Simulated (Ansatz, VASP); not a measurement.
## Ti: VASP beside Ansatz

```
CELL_PARAMETERS angstrom
-1.62589 1.62589 1.70719
1.62589 -1.62589 1.70719
1.62589 1.62589 -1.70719
ATOMIC_POSITIONS crystal
Ti 0.00000 0.00000 0.00000
```

Change from the starting cell: strain +0.000 along x and y, +0.050 along z, atoms carried along.

Alike in both runs: task single point; functional r2SCAN; k mesh 26 × 26 × 26; occupations gaussian, width 0.15 eV; no spin polarisation.

```csv
,VASP,Ansatz
version,VASP 6.6.1,Ansatz 0.2.0
potentials or method,"VASP PAW PBE potentials, release 64 (Ti_sv), cutoff 520 eV","scalar-relativistic, plane waves, PAW"
valence electrons in the cell,12,12
```

```csv
,VASP,Ansatz,Ansatz less VASP
gap on the k mesh at the Fermi level (eV),none,none,-
pressure (GPa),-4.6,-4.8,-0.24
"traceless stress, the component that is largest in VASP (GPa)",1.21,1.19,-0.015
```

VASP's potentials were made for PBE, not for r2SCAN. A gap of «none» marks a metal or a gap that the smearing closes. With one functional, cell and mesh, what is left measures potentials, basis and numerics.
